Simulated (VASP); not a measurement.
**Y2Si2F: relaxation of cell and atoms with PBE**

Y2Si2F:

```
Y Si F
1.0
     3.65857    0.00000    0.00000
     0.00000    3.65857    0.00000
     0.00000    0.00000    7.86887
Y Si F
2 2 1
Direct
  0.50000 0.50000 0.22975
  0.50000 0.50000 0.77025
  0.00000 0.50000 0.50000
  0.50000 0.00000 0.50000
  0.00000 0.00000 0.00000
```

```yaml
Program: VASP 6.6.1
Task: relaxation of cell and atoms
Functional: PBE
Potentials_or_basis: VASP PAW PBE potentials, release 64 (Y_sv, Si, F)
Cutoff: 600 eV
k_mesh: 10 × 10 × 6
Occupations: gaussian, width 0.1 eV
Spin: no spin polarisation
Dipole_correction: no
Further_INCAR_settings: ALGO = Normal; EDIFF = 1e-06; IBRION = 2; EDIFFG = -0.01; NSW = 100; ISIF = 3
```

The relaxed volume is 20.88 Å³/atom. The relaxed cell is a = 3.648 Å, b = 3.648 Å, c = 7.843 Å, α = 90.00°, β = 90.00°, γ = 90.00°, the space group after relaxing (to 0.05 Å) is P4/mmm (No. 123) and the energy gained by relaxing is 0.4 meV/atom. The ionic steps are 8 and the pressure after relaxing is 0.0 GPa.

The path:
```tsv
step	energy change (eV)	largest force (eV/Å)	pressure (GPa)	volume (Å³)
1	0.0000	0.1024	-0.19	105.33
2	-0.0012	0.0727	-0.08	104.95
3	-0.0018	0.0132	0.12	104.21
4	-0.0019	0.0304	0.06	104.42
5	-0.0022	0.0014	-0.03	104.47
6	-0.0022	0.0102	-0.07	104.49
7	-0.0022	0.0075	0.06	104.32
8	-0.0022	0.0007	0.00	104.40
```

Final structure:
```cif
data_structure
_symmetry_space_group_name_H-M 'P 1'
_symmetry_Int_Tables_number 1
_cell_length_a 3.6485
_cell_length_b 3.6485
_cell_length_c 7.8426
_cell_angle_alpha 90.000
_cell_angle_beta 90.000
_cell_angle_gamma 90.000
_cell_volume 104.40
loop_
_atom_site_label
_atom_site_type_symbol
_atom_site_fract_x
_atom_site_fract_y
_atom_site_fract_z
_atom_site_occupancy
Y1 Y 0.50000 0.50000 0.22763 1
Y2 Y 0.50000 0.50000 0.77237 1
Si1 Si 0.00000 0.50000 0.50000 1
Si2 Si 0.50000 0.00000 0.50000 1
F1 F 0.00000 0.00000 0.00000 1
```

Levels at points of the mesh, in eV from the Fermi level:
| k point | band 15 | band 16 | band 17 | band 18 | band 19 | band 20 | band 21 | band 22 |
| --- | --- | --- | --- | --- | --- | --- | --- | --- |
| (0.00, 0.00, 0.00) | -2.69 | -2.36 | -2.36 | -1.77 | -0.96 | -0.67 | 1.40 | 2.03 |
| (0.50, 0.00, 0.00) | -2.43 | -2.29 | -0.88 | -0.74 | 0.26 | 0.53 | 1.32 | 1.83 |
| (0.50, 0.50, 0.00) | -5.62 | -5.14 | -1.44 | -1.44 | -0.19 | 1.05 | 1.66 | 2.37 |
| (0.00, 0.00, 0.50) | -2.63 | -2.35 | -2.35 | -1.14 | -0.95 | -0.13 | 0.75 | 1.96 |
| (0.50, 0.00, 0.50) | -2.52 | -2.20 | -0.86 | -0.64 | 0.22 | 0.61 | 0.84 | 2.04 |
| (0.50, 0.50, 0.50) | -5.50 | -4.93 | -1.50 | -1.50 | -0.74 | 0.24 | 1.75 | 2.89 |

Run time: 8.7 min on 1 thread of Intel(R) Xeon(R) 6975P-C (Granite Rapids), with other jobs on the host, peak memory 0.42 GiB.

Caveat: an odd number of electrons without spin polarisation forces a metal; a magnetic or distorted state may lie lower.
